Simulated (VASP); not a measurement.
Write the native input for VASP 6.6.1 that does the following.

```yaml
Task: single point
Functional: LDA
Potentials_or_basis: VASP PAW LDA potentials, release 64 (Al, Cu)
Cutoff: 520 eV
k_mesh: 14 × 14 × 14
Occupations: gaussian, width 0.15 eV
Spin: no spin polarisation
Dipole_correction: no
Further_INCAR_settings: ALGO = Normal; EDIFF = 1e-06; NBANDS = 16
```

The structure of Al2Cu lies in POSCAR:

```
Al2Cu
1.0
   -2.0046693320      2.0046693320      2.8351068677
    2.0046693320     -2.0046693320      2.8351068677
    2.0046693320      2.0046693320     -2.8351068677
Al Cu
2 1
Direct
    0.7500000000      0.2500000000      0.5000000000
    0.2500000000      0.7500000000      0.5000000000
    0.5000000000      0.5000000000      0.0000000000
```

One way to write it, as run:

INCAR

```
SYSTEM = Al2Cu
PREC = Accurate
ENCUT = 520
EDIFF = 1E-6
ISMEAR = 0
SIGMA = 0.15
LREAL = .False.
LASPH = .True.
NELM = 100
ALGO = Normal
ISIF = 2
LWAVE = .False.
LCHARG = .False.
GGA = CA
NBANDS = 16
```

KPOINTS

```
regular mesh
0
Gamma
  14 14 14
  0 0 0
```

Potentials or basis: VASP PAW LDA potentials, release 64 (Al, Cu).

Run with:

```sh
$ cat potpaw_LDA.64/Al/POTCAR potpaw_LDA.64/Cu/POTCAR > POTCAR
$ mpirun -np 1 vasp_std > vasp.out
```

Results of the run:

```yaml
Pressure: 0.3 GPa
Band_gap_on_the_k_mesh: zero (an odd number of electrons rules out a gap without spin polarisation)
```

Wall time 5.9 min on 1 thread of Intel Xeon 8259CL, with other jobs on the host, peak memory 0.29 GiB.
